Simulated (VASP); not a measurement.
Here is a VASP 6.6.1 calculation.

The input INCAR:

```
SYSTEM = Ba
ALGO = Fast
EDIFF = 1E-7
ENCUT = 520
GGA = PE
ISIF = 2
ISMEAR = 0
LASPH = .True.
LCHARG = .True.
LELF = .True.
LREAL = .False.
LVHAR = .True.
LWAVE = .False.
NBANDS = 11
NELM = 100
PREC = Accurate
SIGMA = 0.1
```

The input KPOINTS:

```
k-points
0
Gamma
  12 12 12
  0 0 0
```

The input POSCAR:

```
Ba
1.0
    0.0000000000      3.0399953149      3.0399953149
    3.0399953149      0.0000000000      3.0399953149
    3.0399953149      3.0399953149      0.0000000000
Ba
1
Direct
    0.0000000000      0.0000000000      0.0000000000
```

Potentials or basis: VASP PAW PBE potentials, release 64 (Ba_sv).

The run is started by

```sh
$ cat potpaw_PBE.64/Ba_sv/POTCAR > POTCAR
$ mpirun -np 1 vasp_std > vasp.out
```

Problem. Estimate the pressure.

Solution. 1.3 GPa.

Problem. Estimate the band gap on the k mesh.

Solution. Zero (bands 5 and 6 overlap by 0.44 eV).

Caveat: spin-orbit coupling is left out, which moves the levels of the heavy elements.
